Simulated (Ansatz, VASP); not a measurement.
SiC3: VASP beside Ansatz

```
C Si
1.0
     1.40649   -2.43611    0.00000
     0.00000    0.00000   -4.67453
     4.21947    2.43611    0.00000
C Si
6 2
Cartesian
  1.4065 -0.8120 -4.3806
  2.8130 1.6241 -4.3806
  4.2195 0.8120 -2.0433
  1.4065 -0.8120 -2.6312
  2.8130 1.6241 -2.6312
  4.2195 0.8120 -0.2939
  1.4065 0.8120 -2.0433
  1.4065 0.8120 -0.2939
```

Alike in both runs: task relaxation of cell and atoms; functional LDA; k mesh 12 × 8 × 8; occupations gaussian, width 0.01 eV; no spin polarisation.

|  | VASP | Ansatz |
| --- | --- | --- |
| version | VASP 6.6.1 | Ansatz 0.2.0 |
| potentials or method | VASP PAW LDA potentials, release 64 (C, Si), cutoff 600 eV | scalar-relativistic, plane waves, PAW |
| valence electrons in the cell | 32 | 32 |

Ansatz gave:

* gap on the k mesh at the Fermi level, each at its own relaxed structure (eV): none
* relaxed volume (Å³/atom): 8.05

Question: What did VASP give for the same quantities?

Answer: gap on the k mesh at the Fermi level, each at its own relaxed structure (eV): none; relaxed volume (Å³/atom): 8.06.

LDA's correlation is that of Perdew and Zunger in VASP and of Perdew and Wang (1992) in Ansatz. A gap of «none» marks a metal or a gap that the smearing closes.
